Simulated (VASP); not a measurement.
Set up this calculation in VASP 6.6.1, as the native input.

| Property | Result |
| --- | --- |
| Task | single point |
| Functional | PBEsol |
| Dispersion | D3(BJ) |
| Potentials or basis | VASP PAW PBE potentials, release 64 (Rb_sv) |
| Cutoff | 520 eV |
| k mesh | 7 × 7 × 7 |
| Occupations | fermi-dirac, width 0.15 eV |
| Spin | no spin polarisation |
| Dipole correction | no |
| Further INCAR settings | ALGO = Normal; EDIFF = 1e-06; NBANDS = 10 |

The structure of Rb lies in POSCAR:

```
Rb
1.0
    0.0000000000      3.4082544881      3.4082544881
    3.4082544881      0.0000000000      3.4082544881
    3.4082544881      3.4082544881      0.0000000000
Rb
1
Direct
    0.0000000000      0.0000000000      0.0000000000
```

The input as run:

INCAR

```
SYSTEM = Rb
PREC = Accurate
ENCUT = 520
EDIFF = 1E-6
ISMEAR = -1
SIGMA = 0.15
LREAL = .False.
LASPH = .True.
NELM = 60
ALGO = Normal
ISIF = 2
LWAVE = .False.
LCHARG = .True.
GGA = PS
IVDW = 12
LELF = .True.
LVHAR = .True.
NBANDS = 10
```

KPOINTS

```
regular mesh
0
Gamma
  7 7 7
  0 0 0
```

Potentials or basis: VASP PAW PBE potentials, release 64 (Rb_sv).

The run is started by

```bash
$ cat potpaw_PBE.64/Rb_sv/POTCAR > POTCAR
$ mpirun -np 1 vasp_std > vasp.out
```

It gave:

The pressure is 0.0 GPa. The dispersion energy per atom is -0.139 eV.

Caveat: the PAW data sets were made with another functional, which shifts forces and pressure a little; pairwise dispersion overbinds metals, which lowers pressure and volume.

Run time: 26 s on 1 thread of Intel Xeon 8259CL (shared host), peak memory 0.2 GiB.
